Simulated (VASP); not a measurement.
Write the native input for VASP 6.6.1 that does the following.

```
Task                   : single point
Functional             : PBE
Potentials or basis    : VASP PAW PBE potentials, release 64 (Mn_pv)
Cutoff                 : 520 eV
k mesh                 : 14 × 14 × 8
Occupations            : fermi-dirac, width 0.05 eV
Spin                   : collinear spin, antiferromagnetic start
Starting moments       : [3.0, -3.0] μB
Dipole correction      : no
Further INCAR settings : ALGO = Normal; EDIFF = 1e-07; NBANDS = 24
```

The structure of Mn lies in POSCAR:

```
Mn
1.0
    2.4836014582      0.0000000000      0.0000000000
   -1.2418007291      2.1508619557      0.0000000000
    0.0000000000      0.0000000000      4.0219932926
Mn
2
Direct
    0.3333333333      0.6666666667      0.2500000000
    0.6666666667      0.3333333333      0.7500000000
```

This isn't the form of Mn at room conditions, which is a 58-atom cubic cell.

These files were run (other wordings do the same):

INCAR

```
SYSTEM = Mn
PREC = Accurate
ENCUT = 520
EDIFF = 1E-7
ISMEAR = -1
SIGMA = 0.05
LREAL = .FALSE.
LASPH = .TRUE.
NELM = 150
ALGO = Normal
ISIF = 2
LWAVE = .FALSE.
LCHARG = .FALSE.
ISPIN = 2
MAGMOM = 3 -3
LORBIT = 11
LMAXMIX = 4
GGA = PE
NBANDS = 24
```

KPOINTS

```
regular mesh
0
G
  14 14 8
  0 0 0
```

Potentials or basis: VASP PAW PBE potentials, release 64 (Mn_pv).

Launch:

```console
$ cat potpaw_PBE.64/Mn_pv/POTCAR > POTCAR
$ mpirun -np 1 vasp_std > vasp.out
```

Results of the run:

The pressure is 0.2 GPa, the band gap on the k mesh is zero (filled and empty bands overlap) and the net moment is 0.00 μB per cell. The site moments are Mn +0.49, -0.49 μB. The valence electrons inside the program's atomic spheres are Mn 11.99.

Caveat: the antiferromagnetic order is the one typed at the start, and another may lie lower.

Run time: 2.6 min on 1 thread of Intel Xeon 8259CL, with other jobs on the host, peak memory 0.2 GiB.
